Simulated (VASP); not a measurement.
# Ge3N (P-4m2) in VASP: a series of runs

Runs on Ge3N. Level: PBE. Tasks: single point, relaxation of cell and atoms.

All numbers are computed with VASP 6.6.1; they aren't measurements. Logs are shortened: lines on timing, memory, paths and dates and some standing lists are left out, and cuts for length are marked.

## 1. The cell of the first run

The structure is tetragonal, space group P-4m2 (No. 115). Conventional cell: a = 3.818 Å, b = 3.818 Å, c = 4.931 Å, α = 90.00°, β = 90.00°, γ = 90.00°. Ge (site symmetry 2mm) has 2 N at 2.14 Å and 2 Ge at 2.43 Å within 2.8 Å. Ge (site symmetry -4m2) has 4 Ge at 2.43 Å within 3.2 Å. Within 2.8 Å of N (site symmetry -4m2) lie 4 Ge at 2.14 Å.

## 2. Single point, PBE

The input, INCAR:

```
  PREC = Accurate
  ENCUT = 520
  EDIFF = 1E-6
  ISMEAR = 0
  SIGMA = 0.1
  LREAL = F
  LASPH = T
  NELM = 60
  ALGO = Normal
  ISIF = 2
  LWAVE = F
  LCHARG = F
  GGA = PE
  NBANDS = 32
```

The input, KPOINTS:

```
regular mesh
0
Gamma
  6 6 4
```

The input, POSCAR:

```
Ge3N
1.0
    3.8183309401      0.0000000000      0.0000000000
    0.0000000000      3.8183309401      0.0000000000
    0.0000000000      0.0000000000      4.9311668443
Ge N
3 1
Direct
    0.0000000000      0.5000000000      0.1952122090
    0.5000000000      0.0000000000      0.8047877910
    0.5000000000      0.5000000000      0.5000000000
    0.0000000000      0.0000000000      0.0000000000
```

Potentials or basis: VASP PAW PBE potentials, release 64 (Ge_d, N).

The run is started by

```console
$ cat potpaw_PBE.64/Ge_d/POTCAR potpaw_PBE.64/N/POTCAR > POTCAR
$ mpirun -np 1 vasp_std > vasp.out
```

OUTCAR:

```text
PREC = Accurate
   ENCUT = 520
   EDIFF = 1E-6
   ISMEAR = 0
   LREAL = F
   LASPH = T
   NELM = 60
   ISIF = 2
   GGA = PE

 ion  position               nearest neighbor table
   1  0.000  0.500  0.195-   4 2.14   4 2.14   3 2.43   3 2.43
   2  0.500  0.000  0.805-   4 2.14   4 2.14   3 2.43   3 2.43
   3  0.500  0.500  0.500-   1 2.43   2 2.43   2 2.43   1 2.43
   4  0.000  0.000  0.000-   1 2.14   2 2.14   1 2.14   2 2.14

  LATTYP: Found a simple tetragonal cell.
 ALAT       =     3.8183309401
 C/A-ratio  =     1.2914456399

  Lattice vectors:

 A1 = (   3.8183309401,   0.0000000000,   0.0000000000)
 A2 = (   0.0000000000,   3.8183309401,   0.0000000000)
 A3 = (   0.0000000000,   0.0000000000,   4.9311668443)

Analysis of symmetry for initial positions (statically):
=====================================================================
 Subroutine PRICEL returns:
 Original cell was already a primitive cell.

 Routine SETGRP: Setting up the symmetry group for a
 simple tetragonal supercell.

 Subroutine GETGRP returns: Found  8 space group operations
 (whereof  8 operations were pure point group operations)
 out of a pool of 16 trial point group operations.

The static configuration has the point symmetry D_2d.

Analysis of symmetry for dynamics (positions and initial velocities):
=====================================================================
 Subroutine PRICEL returns:
 Original cell was already a primitive cell.

 Routine SETGRP: Setting up the symmetry group for a
 simple tetragonal supercell.

 Subroutine GETGRP returns: Found  8 space group operations
 (whereof  8 operations were pure point group operations)
 out of a pool of 16 trial point group operations.

The dynamic configuration has the point symmetry D_2d.

 Subroutine INISYM returns: Found  8 space group operations
 (whereof  8 operations are pure point group operations),
 and found     1 'primitive' translations

----------------------------------------------------------------------------------------

                                     Primitive cell

  volume of cell :      71.8947

  direct lattice vectors                    reciprocal lattice vectors
     3.818330940  0.000000000  0.000000000     0.261894533  0.000000000  0.000000000
     0.000000000  3.818330940  0.000000000     0.000000000  0.261894533  0.000000000
     0.000000000  0.000000000  4.931166844     0.000000000  0.000000000  0.202791759

  length of vectors
     3.818330940  3.818330940  4.931166844     0.261894533  0.261894533  0.202791759

  position of ions in fractional coordinates (direct lattice)
     0.000000000  0.500000000  0.195212209
     0.500000000  0.000000000  0.804787791
     0.500000000  0.500000000  0.500000000
     0.000000000  0.000000000  0.000000000

  ion indices of the primitive-cell ions
   primitive index   ion index
                 1           1
                 2           2
                 3           3
                 4           4

----------------------------------------------------------------------------------------

 KPOINTS: regular mesh

Automatic generation of k-mesh.
 Grid dimensions read from file:
 generate k-points for:    6    6    4

 Generating k-lattice:

  Cartesian coordinates                     Fractional coordinates (reciprocal lattice)
     0.043649089  0.000000000  0.000000000     0.166666667  0.000000000  0.000000000
     0.000000000  0.043649089  0.000000000     0.000000000  0.166666667  0.000000000
     0.000000000  0.000000000  0.050697940     0.000000000  0.000000000  0.250000000

  Length of vectors
     0.043649089  0.043649089  0.050697940

  Shift w.r.t. Gamma in fractional coordinates (k-lattice)
     0.000000000  0.000000000  0.000000000

 Subroutine IBZKPT returns following result:
 ===========================================

 Found     30 irreducible k-points:

 Following reciprocal coordinates:
            Coordinates               Weight
  0.000000  0.000000  0.000000      1.000000
  0.166667  0.000000  0.000000      4.000000
  0.333333  0.000000  0.000000      4.000000
  0.500000  0.000000  0.000000      2.000000
  0.166667  0.166667  0.000000      4.000000
  0.333333  0.166667  0.000000      8.000000
[... 16 lines left out ...]
  0.333333  0.000000  0.500000      4.000000
  0.500000  0.000000  0.500000      2.000000
 [... further k-points ...]
   k-points           NKPTS =     30   k-points in BZ     NKDIM =     30   number of bands    NBANDS=     32
   number of dos      NEDOS =    301   number of ions     NIONS =      4
   total plane-waves  NPLWV =  31360
   dimension x,y,z NGX =    28 NGY =   28 NGZ =   40
   dimension x,y,z NGXF=    56 NGYF=   56 NGZF=   80
   ions per type =               3   1
   NGX,Y,Z   is equivalent  to a cutoff of  12.19, 12.19, 13.49 a.u.
   NGXF,Y,Z  is equivalent  to a cutoff of  24.38, 24.38, 26.97 a.u.
 SYSTEM =  unknown system
   PREC   = accura    normal or accurate (medium, high low for compatibility)
   ISTART =      0    job   : 0-new  1-cont  2-samecut
   ICHARG =      2    charge: 1-file 2-atom 10-const
   ISPIN  =      1    spin polarized calculation?
   LNONCOLLINEAR =      F non collinear calculations
   LSORBIT =      F    spin-orbit coupling
   LASPH  =      T    aspherical Exc in radial PAW
   ENCUT  =  520.0 eV  38.22 Ry    6.18 a.u.   7.10  7.10  9.17*2*pi/ulx,y,z
   NELM   =     60;   NELMIN=  2; NELMDL= -5     # of ELM steps
   EDIFF  = 0.1E-05   stopping-criterion for ELM
   LREAL  =      F    real-space projection
   EDIFFG = 0.1E-04   stopping-criterion for IOM
   NSW    =      0    number of steps for IOM
   IBRION =     -1    ionic relax: 0-MD 1-quasi-New 2-CG
   NFREE  =      0    steps in history (QN), initial steepest desc. (CG)
   ISIF   =      2    stress and relaxation
   ISYM   =      2    0-nonsym 1-usesym 2-fastsym
   POTIM  = 0.5000    time-step for ionic-motion
   TEBEG  =    0.0;   TEEND  =   0.0 temperature during run
   PSTRESS=    0.0 pullay stress
   NELECT =      47.0000    total number of electrons
   NUPDOWN=      -1.0000    fix difference up-down
   EMIN   =  10.00;   EMAX   =-10.00  energy-range for DOS
   EFERMI =   0.00;   METHOD = LEGACY
   ISMEAR =     0;   SIGMA  =   0.10  broadening in eV -4-tet -1-fermi 0-gaus
   EFERMI_NEDOS =   21; number of points for ismear=-14 and -15
   IALGO  =     38    algorithm
   IMIX   =      4    mixing-type and parameters
     AMIX     =   0.40;   BMIX     =  1.00
     AMIX_MAG =   1.60;   BMIX_MAG =  1.00
  volume/ion in A,a.u.               =      17.97       121.29
  Fermi-wavevector in a.u.,A,eV,Ry     =   1.420829  2.684978 27.466833  2.018755
  Thomas-Fermi vector in A             =   2.541703
   LORBIT       =      0    0 simple, 1 ext, 2 COOP (PROOUT), +10 PAW based schemes
   GGA     = PE    functional components
   LHFCALC =     F    Hartree Fock is set to
   AEXX    =    0.0000 exact exchange contribution
   IVDW    =     0    specifies the selected vdW correction
   LEPSILON=     F    determine dielectric tensor
   LRPA    =     F    only Hartree local field effects (RPA)
 non-spin polarized calculation
 Gauss-broadening in eV      SIGMA  =   0.10
  energy-cutoff  :      520.00
  volume of cell :       71.89
 maximum number of plane-waves:      1960
   NGX = 15   NGY = 15   NGZ = 19

 number of electron      46.9999986 magnetization

 Free energy of the ion-electron system (eV)
  ---------------------------------------------------
  ext. energy  EPLUGINS =         0.00000000
  ---------------------------------------------------
  free energy    TOTEN  =       -20.27311368 eV

  energy without entropy =      -20.26851982  energy(sigma->0) =      -20.27081675

 E-fermi :   5.4395     XC(G=0): -10.4446

 val. band max:        5.3073069387   @ k =   0.5000   0.0000   0.0000
 cond. band min:       5.4456716961   @ k =   0.5000   0.1667   0.2500
 fundamental gap:      0.1383647574
 Fermi energy:         5.4394981566

 k-point     1 :       0.0000    0.0000    0.0000
  band No.  band energies     occupation
      1     -19.5159      2.00000
      2     -19.5159      2.00000
      3     -19.5108      2.00000
      4     -19.5074      2.00000
      5     -19.4864      2.00000
      6     -19.4864      2.00000
[... 24 lines left out ...]
     31      13.6818      0.00000
     32      13.6818      0.00000

 k-point     2 :       0.1667    0.0000    0.0000
  band No.  band energies     occupation
      1     -19.5203      2.00000
      2     -19.5178      2.00000
      3     -19.5071      2.00000
      4     -19.4981      2.00000
      5     -19.4878      2.00000
      6     -19.4866      2.00000
[... 24 lines left out ...]
     31      13.2873      0.00000
     32      13.9909      0.00000

 k-point     3 :       0.3333    0.0000    0.0000
  band No.  band energies     occupation
      1     -19.5211      2.00000
      2     -19.5181      2.00000
      3     -19.5046      2.00000
      4     -19.4904      2.00000
      5     -19.4894      2.00000
      6     -19.4810      2.00000
[... 24 lines left out ...]
     31      12.9152      0.00000
     32      14.0690      0.00000

 k-point     4 :       0.5000    0.0000    0.0000
  band No.  band energies     occupation
      1     -19.5226      2.00000
      2     -19.5163      2.00000
      3     -19.5017      2.00000
      4     -19.4916      2.00000
      5     -19.4878      2.00000
      6     -19.4765      2.00000
[... 654 lines left out ...]
     31      12.5486      0.00000
     32      14.0085      0.00000

 k-point    23 :       0.3333    0.0000    0.5000
  band No.  band energies     occupation
      1     -19.5255      2.00000
      2     -19.5166      2.00000
      3     -19.5066      2.00000
      4     -19.4929      2.00000
      5     -19.4819      2.00000
      6     -19.4781      2.00000
[... 24 lines left out ...]
     31      13.9096      0.00000
     32      14.2396      0.00000

 k-point    24 :       0.5000    0.0000    0.5000
  band No.  band energies     occupation
      1     -19.5250      2.00000
      2     -19.5133      2.00000
      3     -19.5020      2.00000
      4     -19.4989      2.00000
      5     -19.4802      2.00000
      6     -19.4753      2.00000
[... 24 lines left out ...]
     31      14.1475      0.00000
     32      14.2660      0.00000

 [... further k-points ...]

------------------------ aborting loop because EDIFF is reached ----------------------------------------

  FORCE on cell =-STRESS in cart. coord.  units (eV):
  Direction    XX          YY          ZZ          XY          YZ          ZX
  --------------------------------------------------------------------------------------
  -------------------------------------------------------------------------------------
  Total        0.0250189      0.0250189     -0.0976336      0.0000000      0.0000000      0.0000000
  in kB        0.5575465      0.5575465     -2.1757701      0.0000000      0.0000000      0.0000000
  external PRESSURE =      -0.3535590 kB  Pullay stress =       0.0000000 kB

 VOLUME and BASIS-vectors are now :
 -----------------------------------------------------------------------------
  energy-cutoff  :      520.00
  volume of cell :       71.89
      direct lattice vectors                 reciprocal lattice vectors
     3.818330940  0.000000000  0.000000000     0.261894533  0.000000000  0.000000000
     0.000000000  3.818330940  0.000000000     0.000000000  0.261894533  0.000000000
     0.000000000  0.000000000  4.931166844     0.000000000  0.000000000  0.202791759

 POSITION                                       TOTAL-FORCE (eV/Angst)
 -----------------------------------------------------------------------------------
      0.00000      1.90917      0.96262         0.000000     -0.000000     -0.012101
      1.90917      0.00000      3.96854         0.000000     -0.000000      0.012101
      1.90917      1.90917      2.46558         0.000000      0.000000      0.000000
      0.00000      0.00000      0.00000         0.000000     -0.000000      0.000000
 -----------------------------------------------------------------------------------
    total drift:                                0.000000      0.000000     -0.000000

  FREE ENERGIE OF THE ION-ELECTRON SYSTEM (eV)
  ---------------------------------------------------
  free  energy   TOTEN  =       -20.2731136771 eV

  energy  without entropy=      -20.2685198240  energy(sigma->0) =      -20.27081675
```

Run time: 2 min. Hardware: 1 thread of AMD EPYC 7R13 (Zen 3), shared host; peak memory 0.17 GiB.

What came out:

```yaml
Free_energy: -20.2731 eV
Pressure: 0.0 GPa
Largest_force: 0.012 eV/Å
```

Forces in eV/Å, atoms in the order of the input:
```
Ge   0.000  0.000 -0.012
Ge   0.000  0.000  0.012
Ge   0.000  0.000  0.000
N    0.000  0.000  0.000
```

## 3. Single point, PBE

This run uses another cell than the first one, of 18.89 Å³/atom, 1.051 times its volume.

The input, INCAR:

```
PREC = Accurate
ENCUT = 520
EDIFF = 1E-6
ISMEAR = 0
SIGMA = 0.1
LREAL = F
LASPH = T
NELM = 100
ALGO = Normal
ISIF = 2
LWAVE = F
LCHARG = T
GGA = PE
LELF = T
LVHAR = T
NBANDS = 32
```

KPOINTS is that of step 2.

The input, POSCAR:

```
Ge3N
1.0
    3.7380562900      0.0000000000      0.0000000000
    0.0000000000      3.7380562900      0.0000000000
    0.0000000000      0.0000000000      5.4063948800
Ge N
3 1
Direct
    0.0000000000      0.5000000000      0.0333752000
    0.5000000000      0.0000000000      0.9666248000
    0.5000000000      0.5000000000      0.5000000000
    0.0000000000      0.0000000000      0.0000000000
```

Potentials or basis: VASP PAW PBE potentials, release 64 (Ge_d, N).

The run is started by

```console
$ cat potpaw_PBE.64/Ge_d/POTCAR potpaw_PBE.64/N/POTCAR > POTCAR
$ mpirun -np 1 vasp_std > vasp.out
```

OUTCAR:

```text
PREC = Accurate
   ENCUT = 520
   EDIFF = 1E-6
   ISMEAR = 0
   LREAL = F
   LASPH = T
   NELM = 100
   ISIF = 2
   GGA = PE

 ion  position               nearest neighbor table
   1  0.000  0.500  0.033-   4 1.88   4 1.88   2 2.67   2 2.67   2 2.67   2 2.67
   2  0.500  0.000  0.967-   4 1.88   4 1.88   1 2.67   1 2.67   1 2.67   1 2.67
   3  0.500  0.500  0.500-
   4  0.000  0.000  0.000-   1 1.88   2 1.88   1 1.88   2 1.88

  LATTYP: Found a simple tetragonal cell.
[... 1038 lines left out ...]

  FORCE on cell =-STRESS in cart. coord.  units (eV):
  Direction    XX          YY          ZZ          XY          YZ          ZX
  --------------------------------------------------------------------------------------
  -------------------------------------------------------------------------------------
  Total       10.8218256     10.8218256     -3.2011199      0.0000000     -0.0000000      0.0000000
  in kB      229.5153186    229.5153186    -67.8911377      0.0000000     -0.0000000      0.0000000
  external PRESSURE =     130.3798332 kB  Pullay stress =       0.0000000 kB

 VOLUME and BASIS-vectors are now :
 -----------------------------------------------------------------------------
  energy-cutoff  :      520.00
  volume of cell :       75.54
      direct lattice vectors                 reciprocal lattice vectors
     3.738056290  0.000000000  0.000000000     0.267518711  0.000000000  0.000000000
     0.000000000  3.738056290  0.000000000     0.000000000  0.267518711  0.000000000
     0.000000000  0.000000000  5.406394880     0.000000000  0.000000000  0.184966141

 POSITION                                       TOTAL-FORCE (eV/Angst)
 -----------------------------------------------------------------------------------
      0.00000      1.86903      0.18044         0.000000      0.000000      1.839969
      1.86903      0.00000      5.22596        -0.000000      0.000000     -1.839969
      1.86903      1.86903      2.70320         0.000000     -0.000000      0.000000
      0.00000      0.00000      0.00000         0.000000      0.000000      0.000000
 -----------------------------------------------------------------------------------
    total drift:                                0.000000      0.000000     -0.000000

  FREE ENERGIE OF THE ION-ELECTRON SYSTEM (eV)
  ---------------------------------------------------
  free  energy   TOTEN  =       -16.7643575011 eV

  energy  without entropy=      -16.7581628378  energy(sigma->0) =      -16.76126017
```

OSZICAR:

```text
N       E                     dE             d eps       ncg     rms          rms(c)
DAV:   1     0.433397901571E+03    0.43340E+03   -0.22378E+04  2312   0.385E+03
DAV:   2     0.601441670585E+02   -0.37325E+03   -0.35340E+03  1928   0.834E+02
DAV:   3    -0.150198841792E+02   -0.75164E+02   -0.73267E+02  2304   0.203E+02
DAV:   4    -0.194380063417E+02   -0.44181E+01   -0.44010E+01  2088   0.588E+01
DAV:   5    -0.195378704914E+02   -0.99864E-01   -0.99800E-01  2296   0.940E+00    0.104E+01
DAV:   6    -0.171507429943E+02    0.23871E+01   -0.12905E+01  2992   0.279E+01    0.511E+00
DAV:   7    -0.167707386085E+02    0.38000E+00   -0.23001E+00  2240   0.919E+00    0.258E+00
DAV:   8    -0.167732675082E+02   -0.25289E-02   -0.34712E-01  2256   0.325E+00    0.122E+00
DAV:   9    -0.167641290965E+02    0.91384E-02   -0.19830E-02  2936   0.151E+00    0.148E-01
DAV:  10    -0.167642257785E+02   -0.96682E-04   -0.39655E-03  2304   0.510E-01    0.876E-02
DAV:  11    -0.167643511202E+02   -0.12534E-03   -0.38153E-04  2384   0.147E-01    0.262E-02
DAV:  12    -0.167643553400E+02   -0.42198E-05   -0.43246E-05  2648   0.630E-02    0.725E-03
DAV:  13    -0.167643570620E+02   -0.17220E-05   -0.96318E-06  2000   0.188E-02    0.381E-03
DAV:  14    -0.167643575011E+02   -0.43905E-06   -0.59439E-07  1600   0.657E-03
   1 F= -.16764358E+02 E0= -.16761260E+02  d E =-.619466E-02
```

stdout:

```text
POSCAR found type information on POSCAR GeN
 POSCAR found :  2 types and       4 ions
 scaLAPACK will be used
 LDA part: xc-table for (Slater+PW92), standard interpolation
 POSCAR, INCAR and KPOINTS ok, starting setup
 FFT: planning ... GRIDC
 FFT: planning ... GRID_SOFT
 FFT: planning ... GRID
 WAVECAR not read
 entering main loop
```

It took 2.6 min on 1 thread of AMD EPYC 7R13 (Zen 3), shared host; peak memory 0.17 GiB.

What came out:

| Item | Value |
| --- | --- |
| Free energy | -16.7644 eV |
| Pressure | 13.0 GPa |
| Largest force | 1.840 eV/Å |

Forces in eV/Å, atoms in the order of the input:
```
Ge   0.000  0.000  1.840
Ge   0.000  0.000 -1.840
Ge   0.000  0.000  0.000
N    0.000  0.000  0.000
```

Levels at points of the mesh, in eV from the Fermi level:
| k point | band 19 | band 20 | band 21 | band 22 | band 23 | band 24 | band 25 | band 26 | band 27 | band 28 |
| --- | --- | --- | --- | --- | --- | --- | --- | --- | --- | --- |
| (0.00, 0.00, 0.00) | -8.01 | -6.53 | -5.04 | -3.47 | -0.62 | 1.63 | 1.63 | 3.45 | 4.38 | 4.38 |
| (0.50, 0.00, 0.00) | -7.08 | -5.36 | -4.31 | -2.81 | -0.85 | -0.18 | 0.15 | 2.50 | 3.64 | 3.94 |
| (0.50, 0.50, 0.00) | -7.59 | -3.97 | -3.72 | -1.29 | -1.29 | -0.22 | 0.16 | 0.16 | 2.94 | 2.94 |
| (0.00, 0.00, 0.50) | -8.00 | -6.63 | -4.63 | -3.38 | 1.14 | 1.95 | 1.95 | 2.97 | 3.14 | 3.14 |
| (0.50, 0.00, 0.50) | -7.38 | -5.58 | -4.22 | -1.71 | -1.04 | 0.54 | 0.74 | 2.86 | 3.26 | 4.09 |
| (0.50, 0.50, 0.50) | -6.81 | -5.85 | -3.82 | -2.50 | -2.50 | 1.71 | 1.71 | 3.01 | 3.91 | 3.91 |

Caveat: forces of over 1 eV/Å act on the atoms, so gaps and moduli don't describe the material at rest.

(Part 1 of 3 ends here.)
